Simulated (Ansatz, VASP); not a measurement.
## Two plane-wave programs on BiTe

```xyz
2
Lattice="-0.0647 3.2027 3.2027 3.2027 -0.0647 3.2027 3.2027 3.2027 -0.0647" Properties=species:S:1:pos:R:3 pbc="T T T"
Bi    0.0000    0.0000    0.0000
Te    3.1703    3.1703    3.1703
```

Change from the starting cell: equal xy, yz and zx shear strains of -2 %, PAW files.

Alike in both runs: task electric field gradients; functional LDA; k mesh 10 × 10 × 10; occupations fermi-dirac, width 0.08 eV; no spin polarisation.

```csv
,VASP,Ansatz
version,VASP 6.6.1,Ansatz 0.2.0
potentials or method,"VASP PAW LDA potentials, release 64 (Bi_d, Te)","PAW with Ansatz's default frozen-core files, scalar-relativistic"
plane-wave cutoff (eV),520,420
valence electrons in the cell,21,31
```

Ansatz gave:

* pressure (GPa): -2.8
* size of Vzz on the site where it differs most (V/Å²): 38.1

Q: Estimate VASP's values.

A: Pressure (GPa): -2.8; size of Vzz on the site where it differs most (V/Å²): 36.9.

LDA's correlation is that of Perdew and Zunger in VASP and of Perdew and Wang (1992) in Ansatz. VASP's potentials hold 21 valence electrons a cell and Ansatz's 31, so a difference there can come from the potentials and not from the codes.

Spin-orbit coupling is off throughout.
